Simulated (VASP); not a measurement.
# Mg2C (Fm-3m) in VASP: further runs

Mg2C is run at these levels: r2SCAN; tasks: single point.

Everything below comes from runs of VASP 6.6.1. Logs are shortened: lines on timing, memory, paths and dates and some standing lists are left out, and cuts for length are marked.

## 1. The cell of the first run

Symmetry: Fm-3m, No. 225, cubic system. The conventional cell has a = 5.528 Å, b = 5.528 Å, c = 5.528 Å, α = 90.00°, β = 90.00°, γ = 90.00°. C (site symmetry m-3m) has 8 Mg at 2.39 Å within 3.2 Å. Within 3.2 Å of Mg (site symmetry -43m) lie 4 C at 2.39 Å and 6 Mg at 2.76 Å.

## 2. Single point, r2SCAN (volume changed by +6%)

Input file POSCAR:

```
Mg2C
1.0
    0.0000000000      2.7641118490      2.7641118490
    2.7641118490      0.0000000000      2.7641118490
    2.7641118490      2.7641118490      0.0000000000
C Mg
1 2
Direct
    0.0000000000      0.0000000000      0.0000000000
    0.2500000000      0.2500000000      0.2500000000
    0.7500000000      0.7500000000      0.7500000000
```

Input file INCAR.step1:

```
SYSTEM = Mg2C
PREC     = Accurate       ! precision mode
ENCUT    = 520            ! plane-wave cutoff, eV
ISMEAR   = 0              ! smearing method
SIGMA    = 0.01           ! smearing width, eV
LREAL    = .False.        ! projectors in reciprocal space
LASPH    = .True.         ! aspherical terms in the spheres
NELM     = 100            ! most SCF steps
NBANDS   = 11             ! bands
GGA      = PE             ! functional
ALGO     = Normal         ! electronic algorithm
EDIFF    = 1E-4           ! SCF threshold, eV
LWAVE    = .True.         ! write WAVECAR
LCHARG   = .False.        ! write CHGCAR
```

Input file INCAR.step2:

```
SYSTEM = Mg2C
PREC     = Accurate       ! precision mode
ENCUT    = 520            ! plane-wave cutoff, eV
EDIFF    = 1E-6           ! SCF threshold, eV
ISMEAR   = 0              ! smearing method
SIGMA    = 0.01           ! smearing width, eV
LREAL    = .False.        ! projectors in reciprocal space
LASPH    = .True.         ! aspherical terms in the spheres
NELM     = 100            ! most SCF steps
ALGO     = Normal         ! electronic algorithm
ISIF     = 2              ! what is computed and relaxed
LWAVE    = .False.        ! write WAVECAR
LCHARG   = .False.        ! write CHGCAR
METAGGA  = R2SCAN         ! meta-GGA
LMIXTAU  = .True.       
NBANDS   = 11             ! bands
ISTART   = 1
```

Input file KPOINTS:

```
Automatic mesh
0
Gamma
  6 6 6
  0 0 0
```

Potentials or basis: VASP PAW PBE potentials, release 64 (C, Mg).

Started as:

```console
$ cat potpaw_PBE.64/C/POTCAR potpaw_PBE.64/Mg/POTCAR > POTCAR
$ cp INCAR.step1 INCAR
$ mpirun -np 1 vasp_std > vasp.out
$ cp INCAR.step2 INCAR
$ mpirun -np 1 vasp_std > vasp.out
```

OUTCAR:

```text
SYSTEM = Mg2C
   PREC = Accurate
   ENCUT = 520
   EDIFF = 1E-6
   ISMEAR = 0
   LREAL = .False.
   LASPH = .True.
   NELM = 100
   ISIF = 2
   METAGGA = R2SCAN
   ISTART = 1

 ion  position               nearest neighbor table
   1  0.000  0.000  0.000-   3 2.39   3 2.39   2 2.39   3 2.39   2 2.39   2 2.39   3 2.39   2 2.39

   2  0.250  0.250  0.250-   1 2.39   1 2.39   1 2.39   1 2.39   3 2.76   3 2.76   3 2.76   3 2.76
                             3 2.76   3 2.76
   3  0.750  0.750  0.750-   1 2.39   1 2.39   1 2.39   1 2.39   2 2.76   2 2.76   2 2.76   2 2.76
                             2 2.76   2 2.76

  LATTYP: Found a face centered cubic cell.
 ALAT       =     5.5282236980

  Lattice vectors:

 A1 = (   0.0000000000,   2.7641118490,   2.7641118490)
 A2 = (   2.7641118490,   0.0000000000,   2.7641118490)
 A3 = (   2.7641118490,   2.7641118490,   0.0000000000)

Analysis of symmetry for initial positions (statically):
=====================================================================
 Subroutine PRICEL returns:
 Original cell was already a primitive cell.

 Routine SETGRP: Setting up the symmetry group for a
 face centered cubic supercell.

 Subroutine GETGRP returns: Found 48 space group operations
 (whereof 48 operations were pure point group operations)
 out of a pool of 48 trial point group operations.

The static configuration has the point symmetry O_h .

Analysis of symmetry for dynamics (positions and initial velocities):
=====================================================================
 Subroutine PRICEL returns:
 Original cell was already a primitive cell.

 Routine SETGRP: Setting up the symmetry group for a
 face centered cubic supercell.

 Subroutine GETGRP returns: Found 48 space group operations
 (whereof 48 operations were pure point group operations)
 out of a pool of 48 trial point group operations.

The dynamic configuration has the point symmetry O_h .

 Subroutine INISYM returns: Found 48 space group operations
 (whereof 48 operations are pure point group operations),
 and found     1 'primitive' translations

----------------------------------------------------------------------------------------

                                     Primitive cell

  volume of cell :      42.2374

  direct lattice vectors                    reciprocal lattice vectors
     0.000000000  2.764111849  2.764111849    -0.180889930  0.180889930  0.180889930
     2.764111849  0.000000000  2.764111849     0.180889930 -0.180889930  0.180889930
     2.764111849  2.764111849  0.000000000     0.180889930  0.180889930 -0.180889930

  length of vectors
     3.909044465  3.909044465  3.909044465     0.313310550  0.313310550  0.313310550

  position of ions in fractional coordinates (direct lattice)
     0.000000000  0.000000000  0.000000000
     0.250000000  0.250000000  0.250000000
     0.750000000  0.750000000  0.750000000

  ion indices of the primitive-cell ions
   primitive index   ion index
                 1           1
                 2           2
                 3           3

----------------------------------------------------------------------------------------

 KPOINTS: Automatic mesh

Automatic generation of k-mesh.
 Grid dimensions read from file:
 generate k-points for:    6    6    6

 Generating k-lattice:

  Cartesian coordinates                     Fractional coordinates (reciprocal lattice)
    -0.030148322  0.030148322  0.030148322     0.166666667  0.000000000  0.000000000
     0.030148322 -0.030148322  0.030148322     0.000000000  0.166666667  0.000000000
     0.030148322  0.030148322 -0.030148322     0.000000000  0.000000000  0.166666667

  Length of vectors
     0.052218425  0.052218425  0.052218425

  Shift w.r.t. Gamma in fractional coordinates (k-lattice)
     0.000000000  0.000000000  0.000000000

 Subroutine IBZKPT returns following result:
 ===========================================

 Found     16 irreducible k-points:

 Following reciprocal coordinates:
            Coordinates               Weight
  0.000000  0.000000  0.000000      1.000000
  0.166667  0.000000  0.000000      8.000000
  0.333333  0.000000  0.000000      8.000000
  0.500000  0.000000  0.000000      4.000000
  0.166667  0.166667  0.000000      6.000000
  0.333333  0.166667  0.000000     24.000000
[... 8 lines left out ...]
 -0.333333  0.333333  0.166667     24.000000
 -0.333333  0.500000  0.166667     12.000000
   k-points           NKPTS =     16   k-points in BZ     NKDIM =     16   number of bands    NBANDS=     11
   number of dos      NEDOS =    301   number of ions     NIONS =      3
   total plane-waves  NPLWV =  27000
   dimension x,y,z NGX =    30 NGY =   30 NGZ =   30
   dimension x,y,z NGXF=    60 NGYF=   60 NGZF=   60
   ions per type =               1   2
   NGX,Y,Z   is equivalent  to a cutoff of  12.76, 12.76, 12.76 a.u.
   NGXF,Y,Z  is equivalent  to a cutoff of  25.52, 25.52, 25.52 a.u.
 SYSTEM =  Mg2C
   PREC   = accura    normal or accurate (medium, high low for compatibility)
   ISTART =      1    job   : 0-new  1-cont  2-samecut
   ICHARG =      0    charge: 1-file 2-atom 10-const
   ISPIN  =      1    spin polarized calculation?
   LNONCOLLINEAR =      F non collinear calculations
   LSORBIT =      F    spin-orbit coupling
   LASPH  =      T    aspherical Exc in radial PAW
   ENCUT  =  520.0 eV  38.22 Ry    6.18 a.u.   7.27  7.27  7.27*2*pi/ulx,y,z
   NELM   =    100;   NELMIN=  2; NELMDL=  0     # of ELM steps
   EDIFF  = 0.1E-05   stopping-criterion for ELM
   LREAL  =      F    real-space projection
   EDIFFG = 0.1E-04   stopping-criterion for IOM
   NSW    =      0    number of steps for IOM
   IBRION =     -1    ionic relax: 0-MD 1-quasi-New 2-CG
   NFREE  =      0    steps in history (QN), initial steepest desc. (CG)
   ISIF   =      2    stress and relaxation
   ISYM   =      2    0-nonsym 1-usesym 2-fastsym
   POTIM  = 0.5000    time-step for ionic-motion
   TEBEG  =    0.0;   TEEND  =   0.0 temperature during run
   PSTRESS=    0.0 pullay stress
   NELECT =       8.0000    total number of electrons
   NUPDOWN=      -1.0000    fix difference up-down
   EMIN   =  10.00;   EMAX   =-10.00  energy-range for DOS
   EFERMI =   0.00;   METHOD = LEGACY
   ISMEAR =     0;   SIGMA  =   0.01  broadening in eV -4-tet -1-fermi 0-gaus
   EFERMI_NEDOS =   21; number of points for ismear=-14 and -15
   IALGO  =     38    algorithm
   IMIX   =      4    mixing-type and parameters
     AMIX     =   0.40;   BMIX     =  1.00
     AMIX_MAG =   1.60;   BMIX_MAG =  1.00
  volume/ion in A,a.u.               =      14.08        95.01
  Fermi-wavevector in a.u.,A,eV,Ry     =   0.940169  1.776662 12.026429  0.883918
  Thomas-Fermi vector in A             =   2.067554
   LORBIT       =      0    0 simple, 1 ext, 2 COOP (PROOUT), +10 PAW based schemes
   METAGGA = R2SCAN    functional components
   LHFCALC =     F    Hartree Fock is set to
   AEXX    =    0.0000 exact exchange contribution
   IVDW    =     0    specifies the selected vdW correction
   LEPSILON=     F    determine dielectric tensor
   LRPA    =     F    only Hartree local field effects (RPA)
 non-spin polarized calculation
 Gauss-broadening in eV      SIGMA  =   0.01
  energy-cutoff  :      520.00
  volume of cell :       42.24
 maximum number of plane-waves:      1158
 NGX is ok and might be reduce to    30
   NGX = 15   NGY = 15   NGZ = 15

 number of electron       8.0000001 magnetization

 Free energy of the ion-electron system (eV)
  ---------------------------------------------------
  ext. energy  EPLUGINS =         0.00000000
  ---------------------------------------------------
  free energy    TOTEN  =       -17.75699969 eV

  energy without entropy =      -17.75699969  energy(sigma->0) =      -17.75699969

 E-fermi :   3.4094     XC(G=0): -10.1725

 val. band max:        3.3342754862   @ k =   0.0000   0.0000   0.0000
 cond. band min:       4.4255775315   @ k =   0.5000   0.5000   0.0000
 fundamental gap:      1.0913020453
 Fermi energy:         3.4093793840

 k-point     1 :       0.0000    0.0000    0.0000
  band No.  band energies     occupation
      1      -7.7388      2.00000
      2       3.3343      2.00000
      3       3.3343      2.00000
      4       3.3343      2.00000
      5       4.8998      0.00000
      6      10.1593      0.00000
      7      10.1593      0.00000
      8      10.1593      0.00000
      9      13.2880      0.00000
     10      13.2880      0.00000
     11      14.4489      0.00000

 k-point     2 :       0.1667    0.0000    0.0000
  band No.  band energies     occupation
      1      -7.4658      2.00000
      2       1.6265      2.00000
      3       3.2079      2.00000
      4       3.2079      2.00000
      5       6.1668      0.00000
      6       9.9999      0.00000
      7      10.3606      0.00000
      8      10.3606      0.00000
      9      12.1074      0.00000
     10      12.1074      0.00000
     11      13.9276      0.00000

 k-point     3 :       0.3333    0.0000    0.0000
  band No.  band energies     occupation
      1      -6.7884      2.00000
      2      -0.4039      2.00000
      3       2.9906      2.00000
      4       2.9907      2.00000
      5       6.8524      0.00000
      6       9.6289      0.00000
      7       9.6289      0.00000
      8       9.8615      0.00000
      9      13.3859      0.00000
     10      13.3859      0.00000
     11      14.1293      0.00000
[... 155 lines left out ...]
 k-point    15 :      -0.3333    0.3333    0.1667
  band No.  band energies     occupation
      1      -5.9845      2.00000
      2      -0.4545      2.00000
      3       0.8028      2.00000
      4       1.8282      2.00000
      5       7.0574      0.00000
      6       8.8731      0.00000
      7      10.8299      0.00000
      8      11.2330      0.00000
      9      13.0359      0.00000
     10      14.1126      0.00000
     11      18.4890      0.00000

 k-point    16 :      -0.3333    0.5000    0.1667
  band No.  band energies     occupation
      1      -5.8582      2.00000
      2      -0.2262      2.00000
      3       0.9296      2.00000
      4       1.1196      2.00000
      5       6.1098      0.00000
      6       9.2634      0.00000
      7      10.6906      0.00000
      8      11.7708      0.00000
      9      13.4976      0.00000
     10      14.9846      0.00000
     11      18.2930      0.00000

------------------------ aborting loop because EDIFF is reached ----------------------------------------

  FORCE on cell =-STRESS in cart. coord.  units (eV):
  Direction    XX          YY          ZZ          XY          YZ          ZX
  --------------------------------------------------------------------------------------
  -------------------------------------------------------------------------------------
  Total       -1.4641770     -1.4641770     -1.4641770      0.0000000      0.0000000      0.0000000
  in kB      -55.5401864    -55.5401864    -55.5401864      0.0000000      0.0000000      0.0000000
  external PRESSURE =     -55.5401864 kB  Pullay stress =       0.0000000 kB

 VOLUME and BASIS-vectors are now :
 -----------------------------------------------------------------------------
  energy-cutoff  :      520.00
  volume of cell :       42.24
      direct lattice vectors                 reciprocal lattice vectors
     0.000000000  2.764111849  2.764111849    -0.180889930  0.180889930  0.180889930
     2.764111849  0.000000000  2.764111849     0.180889930 -0.180889930  0.180889930
     2.764111849  2.764111849  0.000000000     0.180889930  0.180889930 -0.180889930

 POSITION                                       TOTAL-FORCE (eV/Angst)
 -----------------------------------------------------------------------------------
      0.00000      0.00000      0.00000        -0.000000      0.000000     -0.000000
      1.38206      1.38206      1.38206         0.000000      0.000000      0.000000
      4.14617      4.14617      4.14617        -0.000000     -0.000000     -0.000000
 -----------------------------------------------------------------------------------
    total drift:                                0.000000     -0.000000     -0.000000

  FREE ENERGIE OF THE ION-ELECTRON SYSTEM (eV)
  ---------------------------------------------------
  free  energy   TOTEN  =       -17.7569996938 eV

  energy  without entropy=      -17.7569996938  energy(sigma->0) =      -17.75699969
```

Run time: 42 s. Hardware: 1 thread of Intel Xeon 6975P-C, shared host; peak memory 0.17 GiB.

What came out:

```yaml
Free_energy: -17.7570 eV
Pressure: -5.6 GPa
Band_gap_on_the_k_mesh: 1.09 eV, indirect (least direct gap 1.57 eV)
```

Levels at points of the mesh, in eV from the valence-band top:
| k point | band 1 | band 2 | band 3 | band 4 | band 5 | band 6 | band 7 | band 8 | band 9 |
| --- | --- | --- | --- | --- | --- | --- | --- | --- | --- |
| (0.00, 0.00, 0.00) | -11.07 | 0.00 | 0.00 | 0.00 | 1.57 | 6.83 | 6.83 | 6.83 | 9.95 |
| (0.50, 0.00, 0.00) | -9.67 | -4.68 | -0.44 | -0.44 | 3.58 | 5.88 | 5.88 | 6.38 | 11.71 |
| (0.50, 0.50, 0.00) | -9.22 | -4.01 | -1.55 | -1.55 | 1.09 | 4.41 | 9.36 | 9.76 | 9.76 |

Caveat: the cell differs from its parent crystal (volume changed by +6%); the PAW data sets were made with another functional, which shifts forces and pressure a little. A k mesh can miss the band edges.

## 3. Single point, r2SCAN

This run uses another cell than the first one, of 13.28 Å³/atom, 0.943 times its volume.

Input file POSCAR:

```
Mg2C
1.0
    0.0000000000      2.7109426129      2.7109426129
    2.7109426129      0.0000000000      2.7109426129
    2.7109426129      2.7109426129      0.0000000000
C Mg
1 2
Direct
    0.0000000000      0.0000000000      0.0000000000
    0.2500000000      0.2500000000      0.2500000000
    0.7500000000      0.7500000000      0.7500000000
```

Input file INCAR.step1:

```
SYSTEM = Mg2C
PREC = Accurate ; ENCUT = 520
ISMEAR = 0 ; SIGMA = 0.01
LREAL = .False. ; LASPH = .True.
NELM = 100 ; NBANDS = 11
GGA = PE ; ALGO = Normal
EDIFF = 1E-4 ; LWAVE = .True.
LCHARG = .False.
```

Input file INCAR.step2:

```
SYSTEM = Mg2C
PREC = Accurate ; ENCUT = 520
EDIFF = 1E-6 ; ISMEAR = 0
SIGMA = 0.01 ; LREAL = .False.
LASPH = .True. ; NELM = 100
ALGO = Normal ; ISIF = 2
LWAVE = .False. ; LCHARG = .False.
METAGGA = R2SCAN ; LMIXTAU = .True.
NBANDS = 11 ; ISTART = 1
```

Input file KPOINTS:

```
Automatic mesh
0
Gamma
  8 8 8
  0 0 0
```

Potentials or basis: VASP PAW PBE potentials, release 64 (C, Mg).

Started as:

```console
$ cat potpaw_PBE.64/C/POTCAR potpaw_PBE.64/Mg/POTCAR > POTCAR
$ cp INCAR.step1 INCAR
$ mpirun -np 1 vasp_std > vasp.out
$ cp INCAR.step2 INCAR
$ mpirun -np 1 vasp_std > vasp.out
```

It took 58 s on 1 thread of Intel Xeon 6975P-C, shared host; peak memory 0.17 GiB.

Results (log left out):

```yaml
Free_energy: -17.8077 eV
Pressure: -0.4 GPa
Band_gap_on_the_k_mesh: 1.11 eV, indirect (least direct gap 1.95 eV)
```

Levels at points of the mesh, in eV from the valence-band top:
```csv
k point,band 1,band 2,band 3,band 4,band 5,band 6,band 7,band 8,band 9
"(0.00, 0.00, 0.00)",-11.29,0.00,0.00,0.00,1.95,7.21,7.21,7.21,10.23
"(0.50, 0.00, 0.00)",-9.78,-4.81,-0.43,-0.43,4.03,6.12,6.12,6.63,12.43
"(0.50, 0.50, 0.00)",-9.29,-4.09,-1.58,-1.58,1.11,4.76,9.96,10.24,10.24
```

Caveat: the PAW data sets were made with another functional, which shifts forces and pressure a little.
